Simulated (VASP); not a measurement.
# N in VASP: notebook

The runs below take N through single point, with PBE+D3(BJ).

Program: VASP 6.6.1. These are calculated values, not measurements. Logs are shortened: lines on timing, memory, paths and dates and some standing lists are left out, and cuts for length are marked.

## Step 1: The cell of the first run

The cell holds an amorphous packing of atoms, 24 atoms: a = 8.862 Å, b = 8.862 Å, c = 8.862 Å, α = 90.00°, β = 90.00°, γ = 90.00°.

## Step 2: Single point, PBE+D3(BJ)

INCAR reads:

```
ALGO     = Normal         # electronic algorithm
EDIFF    = 1E-6           # SCF threshold, eV
ENCUT    = 520            # plane-wave cutoff, eV
GGA      = PE             # functional
ISIF     = 2              # what is computed and relaxed
ISMEAR   = -1             # smearing method
IVDW     = 12             # dispersion correction
LASPH    = True           # aspherical terms in the spheres
LCHARG   = False          # write CHGCAR
LREAL    = Auto         
LWAVE    = False          # write WAVECAR
NBANDS   = 78             # bands
NELM     = 80             # most SCF steps
PREC     = Accurate       # precision mode
SIGMA    = 0.05           # smearing width, eV
```

KPOINTS reads:

```
k-points
0
Gamma
  1 1 1
```

POSCAR reads:

```
N
1.0
    8.8620950000      0.0000000000      0.0000000000
    0.0000000000      8.8620950000      0.0000000000
    0.0000000000      0.0000000000      8.8620950000
N
24
Direct
    0.2721027026      0.4361835435      0.3641351170
    0.2396273116      0.4154773787      0.2467249561
   -0.2660883234      0.9486470186      0.1911963255
   -0.1887928306      0.8617149782      0.2396837317
    0.7722440348      0.5024771231      0.4560321233
    0.7117053022      0.6028145715      0.4146423617
    0.0955755947      0.7815307780      0.5922978709
    0.1432279839      0.8928814236      0.5600932962
    0.7465277680      0.9157089830      0.8146832098
    0.8593453354      0.8631367639      0.8058252592
    0.4698437559      0.8033427762      0.2431027878
    0.3817381782      0.7589627509      0.3222488588
    0.7522938989      0.2917143181      0.7454557867
    0.8476663814      0.2134935362      0.7122469348
    0.8143559734      0.5203058645      1.0593093394
    0.8353216706      0.5872426328      0.9551466104
    0.5551847503      0.2173978049      0.1387256625
    0.5957169270      0.3088660187      0.2099390720
    0.5106241809     -0.0273637328      0.6042363572
    0.6294899795     -0.0019069983      0.5564824119
    0.4438002526      0.5094957795      0.8344979376
    0.4486975145      0.5500279561      0.7157336950
    0.1555501267      0.8079128017      1.0183822223
    0.1633473800      0.8984895784      0.9324206071
```

Potentials or basis: VASP PAW PBE potentials, release 64 (N).

The run is started by

```bash
cat potpaw_PBE.64/N/POTCAR > POTCAR
mpirun -np 1 vasp_gam > vasp.out
```

OUTCAR:

```text
EDIFF = 1E-6
   ENCUT = 520
   GGA = PE
   ISIF = 2
   ISMEAR = -1
   IVDW = 12
   LASPH = True
   LREAL = Auto
   NELM = 80
   PREC = Accurate
 IVDW          = 12

 ion  position               nearest neighbor table
   1  0.272  0.436  0.364-   2 1.10
   2  0.240  0.415  0.247-   1 1.10
   3  0.734  0.949  0.191-   4 1.12
   4  0.811  0.862  0.240-   3 1.12
   5  0.772  0.502  0.456-   6 1.10
   6  0.712  0.603  0.415-   5 1.10
[... 16 lines left out ...]
  23  0.156  0.808  0.018-  24 1.11
  24  0.163  0.898  0.932-  23 1.11

  LATTYP: Found a simple cubic cell.
 ALAT       =     8.8620950000

  Lattice vectors:

 A1 = (   8.8620950000,   0.0000000000,   0.0000000000)
 A2 = (   0.0000000000,   8.8620950000,   0.0000000000)
 A3 = (   0.0000000000,   0.0000000000,   8.8620950000)

Analysis of symmetry for initial positions (statically):
=====================================================================
 Subroutine PRICEL returns:
 Original cell was already a primitive cell.

 Routine SETGRP: Setting up the symmetry group for a
 simple cubic supercell.

 Subroutine GETGRP returns: Found  1 space group operations
 (whereof  1 operations were pure point group operations)
 out of a pool of 48 trial point group operations.

The static configuration has the point symmetry C_1 .

Analysis of symmetry for dynamics (positions and initial velocities):
=====================================================================
 Subroutine PRICEL returns:
 Original cell was already a primitive cell.

 Routine SETGRP: Setting up the symmetry group for a
 simple cubic supercell.

 Subroutine GETGRP returns: Found  1 space group operations
 (whereof  1 operations were pure point group operations)
 out of a pool of 48 trial point group operations.

The dynamic configuration has the point symmetry C_1 .

 Subroutine INISYM returns: Found  1 space group operations
 (whereof  1 operations are pure point group operations),
 and found     1 'primitive' translations

----------------------------------------------------------------------------------------

                                     Primitive cell

  volume of cell :     695.9999

  direct lattice vectors                    reciprocal lattice vectors
     8.862095000  0.000000000  0.000000000     0.112840135  0.000000000  0.000000000
     0.000000000  8.862095000  0.000000000     0.000000000  0.112840135  0.000000000
     0.000000000  0.000000000  8.862095000     0.000000000  0.000000000  0.112840135

  length of vectors
     8.862095000  8.862095000  8.862095000     0.112840135  0.112840135  0.112840135

  position of ions in fractional coordinates (direct lattice)
     0.272102703  0.436183544  0.364135117
     0.239627312  0.415477379  0.246724956
     0.733911677  0.948647019  0.191196326
     0.811207169  0.861714978  0.239683732
     0.772244035  0.502477123  0.456032123
     0.711705302  0.602814571  0.414642362
[... 16 lines left out ...]
     0.155550127  0.807912802  0.018382222
     0.163347380  0.898489578  0.932420607

  ion indices of the primitive-cell ions
   primitive index   ion index
                 1           1
                 2           2
                 3           3
                 4           4
                 5           5
                 6           6
[... 16 lines left out ...]
                23          23
                24          24

----------------------------------------------------------------------------------------

 KPOINTS: k-points

Automatic generation of k-mesh.
 Grid dimensions read from file:
 generate k-points for:    1    1    1

 Generating k-lattice:

  Cartesian coordinates                     Fractional coordinates (reciprocal lattice)
     0.112840135  0.000000000  0.000000000     1.000000000  0.000000000  0.000000000
     0.000000000  0.112840135  0.000000000     0.000000000  1.000000000  0.000000000
     0.000000000  0.000000000  0.112840135     0.000000000  0.000000000  1.000000000

  Length of vectors
     0.112840135  0.112840135  0.112840135

  Shift w.r.t. Gamma in fractional coordinates (k-lattice)
     0.000000000  0.000000000  0.000000000

 Subroutine IBZKPT returns following result:
 ===========================================

 Found      1 irreducible k-points:

 Following reciprocal coordinates:
            Coordinates               Weight
  0.000000  0.000000  0.000000      1.000000
   k-points           NKPTS =      1   k-points in BZ     NKDIM =      1   number of bands    NBANDS=     78
   number of dos      NEDOS =    301   number of ions     NIONS =     24
   total plane-waves  NPLWV = 343000
   dimension x,y,z NGX =    70 NGY =   70 NGZ =   70
   dimension x,y,z NGXF=   140 NGYF=  140 NGZF=  140
   ions per type =              24
   NGX,Y,Z   is equivalent  to a cutoff of  13.13, 13.13, 13.13 a.u.
   NGXF,Y,Z  is equivalent  to a cutoff of  26.26, 26.26, 26.26 a.u.
 SYSTEM =  unknown system
   PREC   = accura    normal or accurate (medium, high low for compatibility)
   ISTART =      0    job   : 0-new  1-cont  2-samecut
   ICHARG =      2    charge: 1-file 2-atom 10-const
   ISPIN  =      1    spin polarized calculation?
   LNONCOLLINEAR =      F non collinear calculations
   LSORBIT =      F    spin-orbit coupling
   LASPH  =      T    aspherical Exc in radial PAW
   ENCUT  =  520.0 eV  38.22 Ry    6.18 a.u.  16.48 16.48 16.48*2*pi/ulx,y,z
   NELM   =     80;   NELMIN=  2; NELMDL= -5     # of ELM steps
   EDIFF  = 0.1E-05   stopping-criterion for ELM
   LREAL  =      T    real-space projection
   EDIFFG = 0.1E-04   stopping-criterion for IOM
   NSW    =      0    number of steps for IOM
   IBRION =     -1    ionic relax: 0-MD 1-quasi-New 2-CG
   NFREE  =      0    steps in history (QN), initial steepest desc. (CG)
   ISIF   =      2    stress and relaxation
   ISYM   =      2    0-nonsym 1-usesym 2-fastsym
   POTIM  = 0.5000    time-step for ionic-motion
   TEBEG  =    0.0;   TEEND  =   0.0 temperature during run
   PSTRESS=    0.0 pullay stress
   NELECT =     120.0000    total number of electrons
   NUPDOWN=      -1.0000    fix difference up-down
   EMIN   =  10.00;   EMAX   =-10.00  energy-range for DOS
   EFERMI =   0.00;   METHOD = LEGACY
   ISMEAR =    -1;   SIGMA  =   0.05  broadening in eV -4-tet -1-fermi 0-gaus
   EFERMI_NEDOS =   21; number of points for ismear=-14 and -15
   IALGO  =     38    algorithm
   IMIX   =      4    mixing-type and parameters
     AMIX     =   0.40;   BMIX     =  1.00
     AMIX_MAG =   1.60;   BMIX_MAG =  1.00
  volume/ion in A,a.u.               =      29.00       195.70
  Fermi-wavevector in a.u.,A,eV,Ry     =   0.911169  1.721859 11.295946  0.830229
  Thomas-Fermi vector in A             =   2.035417
   LORBIT       =      0    0 simple, 1 ext, 2 COOP (PROOUT), +10 PAW based schemes
   GGA     = PE    functional components
   LHFCALC =     F    Hartree Fock is set to
   AEXX    =    0.0000 exact exchange contribution
   IVDW    =    12    specifies the selected vdW correction
   LEPSILON=     F    determine dielectric tensor
   LRPA    =     F    only Hartree local field effects (RPA)
 non-spin polarized calculation
  energy-cutoff  :      520.00
  volume of cell :      696.00
 maximum number of plane-waves:      9403
 NGX is ok and might be reduce to    70
   NGX = 33   NGY = 33   NGZ = 33

 number of electron     119.9999997 magnetization

 Free energy of the ion-electron system (eV)
  ---------------------------------------------------
  ext. energy  EPLUGINS =         0.00000000
  ---------------------------------------------------
  free energy    TOTEN  =      -198.96429972 eV

  energy without entropy =     -198.96429972  energy(sigma->0) =     -198.96429972

 E-fermi :  -5.7098     XC(G=0):  -5.4529

 val. band max:       -7.0056707192   @ k =   0.0000   0.0000   0.0000
 cond. band min:      -0.1942470701   @ k =   0.0000   0.0000   0.0000
 fundamental gap:      6.8114236491
 Fermi energy:        -5.7098253209

 k-point     1 :       0.0000    0.0000    0.0000
  band No.  band energies     occupation
      1     -25.7964      2.00000
      2     -25.7190      2.00000
      3     -25.6167      2.00000
      4     -25.5770      2.00000
      5     -25.5653      2.00000
      6     -25.5510      2.00000
[... 64 lines left out ...]
     71       0.5322      0.00000
     72       0.5392      0.00000
 [bands above 72 left out]

------------------------ aborting loop because EDIFF is reached ----------------------------------------

 Edisp (eV)   -1.05222

 E8    (eV) :    -0.2555

  FORCE on cell =-STRESS in cart. coord.  units (eV):
  Direction    XX          YY          ZZ          XY          YZ          ZX
  --------------------------------------------------------------------------------------
  -------------------------------------------------------------------------------------
  Total      -3.94522     4.49958     4.70262     0.60931     1.22502     5.59210
  in kB      -9.08181    10.35795    10.82533     1.40263     2.81998    12.87289
  external pressure =        4.03 kB  Pullay stress =        0.00 kB

 VOLUME and BASIS-vectors are now :
 -----------------------------------------------------------------------------
  energy-cutoff  :      520.00
  volume of cell :      696.00
      direct lattice vectors                 reciprocal lattice vectors
     8.862095000  0.000000000  0.000000000     0.112840135  0.000000000  0.000000000
     0.000000000  8.862095000  0.000000000     0.000000000  0.112840135  0.000000000
     0.000000000  0.000000000  8.862095000     0.000000000  0.000000000  0.112840135

 POSITION                                       TOTAL-FORCE (eV/Angst)
 -----------------------------------------------------------------------------------
      2.41140      3.86550      3.22700         0.723172      0.427621      2.793158
      2.12360      3.68200      2.18650        -0.824163     -0.485341     -2.771179
      6.50399      8.40700      1.69440         0.689334     -0.393155      0.214001
      7.18899      7.63660      2.12410        -0.168080      0.510081     -0.274590
      6.84370      4.45300      4.04140         0.913560     -1.390508      0.595174
      6.30720      5.34220      3.67460        -0.867455      1.353506     -0.457679
[... 16 lines left out ...]
      1.37850      7.15980      0.16291        -0.015301     -0.485871      0.459008
      1.44760      7.96250      8.26320         0.144432      0.499654     -0.353548
 -----------------------------------------------------------------------------------
    total drift:                                0.000255     -0.001216      0.001283

  FREE ENERGIE OF THE ION-ELECTRON SYSTEM (eV)
  ---------------------------------------------------
  free  energy   TOTEN  =      -200.0165156952 eV

  energy  without entropy=     -200.0165156952  energy(sigma->0) =     -200.01651570
```

It took 95 s on 1 thread of Intel Xeon Platinum 8375C at 2.90GHz (Ice Lake), shared host; peak memory 0.6 GiB.

What came out:

* Free energy: -200.0165 eV
* Pressure: 0.4 GPa
* Largest force: 5.788 eV/Å
* Band gap on the k mesh: 6.81 eV
* Dispersion energy per atom: -0.044 eV

Forces in eV/Å, atoms in the order of the input:
```
N    0.723  0.428  2.793
N   -0.824 -0.485 -2.771
N    0.689 -0.393  0.214
N   -0.168  0.510 -0.275
N    0.914 -1.391  0.595
N   -0.867  1.354 -0.458
N   -0.057 -0.349 -0.018
N    0.102  0.314 -0.133
N   -0.810  0.295  0.551
N    0.873 -0.348 -0.125
N   -1.167 -0.554  0.689
N    0.833  0.478 -0.740
N    2.040 -1.644 -0.679
N   -1.942  1.802  0.706
N    0.085  0.039  0.002
N   -0.011 -0.211  0.059
N   -1.450 -2.964 -2.458
N    1.295  2.971  2.399
N    5.044  1.155 -2.225
N   -5.413 -1.059  1.754
N   -0.015  0.008  0.027
N    0.000  0.032 -0.013
N   -0.015 -0.486  0.459
N    0.144  0.500 -0.354
```

Caveat: the k points lie up to 0.71 Å⁻¹ apart; the standard files for N, O and F lose accuracy on very short bonds.

## Step 3: Single point, PBE+D3(BJ)

INCAR reads:

```
PREC = Accurate
ENCUT = 520
EDIFF = 1E-7
ISMEAR = -1
SIGMA = 0.05
LREAL = Auto
LASPH = T
NELM = 100
ALGO = Normal
ISIF = 2
LWAVE = F
LCHARG = F
GGA = PE
IVDW = 12
NBANDS = 78
```

KPOINTS reads:

```
regular mesh
0
Gamma
  1 1 1
```

POSCAR reads:

```
N
1.0
    8.8620950000      0.0000000000      0.0000000000
    0.0000000000      8.8620950000      0.0000000000
    0.0000000000      0.0000000000      8.8620950000
N
24
Direct
    0.2489140547      0.4730032797      0.3844012054
    0.2292798712      0.4062019195      0.2818069542
   -0.2472101687      0.8795550036      0.1964095397
   -0.1523116148      0.8589842470      0.2763116396
    0.7646047577      0.5401882963      0.4120470385
    0.7101255403      0.5972966889      0.5072841128
    0.1399330519      0.7578456336      0.5911130495
    0.1369766404      0.8835833965      0.5894655835
    0.7513347578      0.8571111007      0.8108466452
    0.8486593746      0.8678309136      0.7365639840
    0.4036404484      0.7999237201      0.2326312232
    0.4191672511      0.7413258377      0.3429098876
    0.7937062286      0.3212784336      0.7659475553
    0.9096381837      0.2725314951      0.7694117474
    0.8373415090      0.6160168673      1.0912543817
    0.8067844003      0.5288252947      1.0096483958
    0.5661528115      0.2256689868      0.2424595990
    0.6279102176      0.3247764778      0.1977184853
    0.4550616982      0.0269123723      0.6284969863
    0.5500956602      0.0280746257      0.5401657283
    0.4384516302      0.4713106777      0.7867214242
    0.4879997337      0.5041810091      0.6773680490
    0.1809730092      0.7578794856      0.9615220780
    0.2275195651      0.8553282266      0.8968985325
```

Potentials or basis: VASP PAW PBE potentials, release 64 (N).

The run is started by

```bash
cat potpaw_PBE.64/N/POTCAR > POTCAR
mpirun -np 1 vasp_gam > vasp.out
```

Wall time 98 s (1 thread of Intel Xeon Platinum 8375C at 2.90GHz (Ice Lake), shared host); peak memory 0.6 GiB.

Results (log left out):

| Property | Result |
| --- | --- |
| Free energy | -199.8956 eV |
| Pressure | 1.1 GPa |
| Largest force | 4.830 eV/Å |
| Band gap on the k mesh | 6.87 eV |
| Dispersion energy per atom | -0.044 eV |

Forces on the atoms (eV/Å):
```
N    0.272  1.078  1.924
N   -0.396 -1.256 -1.932
N    0.210  0.352  0.375
N   -0.252  0.439 -0.017
N    1.235 -1.353 -1.981
N   -0.789  1.509  1.922
N    0.010  0.297 -0.148
N    0.078 -0.335 -0.276
N   -3.139 -0.351  2.405
N    2.901  0.382 -2.266
N    0.037 -0.133  0.293
N    0.041  0.274 -0.316
N    0.291 -0.277 -0.150
N   -0.238  0.073 -0.029
N    1.056  1.743  1.828
N   -0.827 -2.184 -2.182
N   -0.392 -0.613  0.241
N    0.251  0.454 -0.272
N    3.551  0.103 -3.272
N   -3.510 -0.046  3.306
N   -0.623 -0.379  1.451
N    0.194  0.224 -1.181
N    0.104  0.257 -0.152
N   -0.064 -0.259  0.428
```

Stress tensor (GPa, compression positive):
```
 0.46  0.37 -0.24
 0.37  1.22  0.98
-0.24  0.98  1.72
```

Levels at points of the mesh, in eV from the valence-band top:
```tsv
k point	band 57	band 58	band 59	band 60	band 61	band 62	band 63	band 64
(0.00, 0.00, 0.00)	-0.36	-0.20	-0.05	0.00	6.87	6.95	7.01	7.06
```

Caveat: the k points lie up to 0.71 Å⁻¹ apart; the standard files for N, O and F lose accuracy on very short bonds.
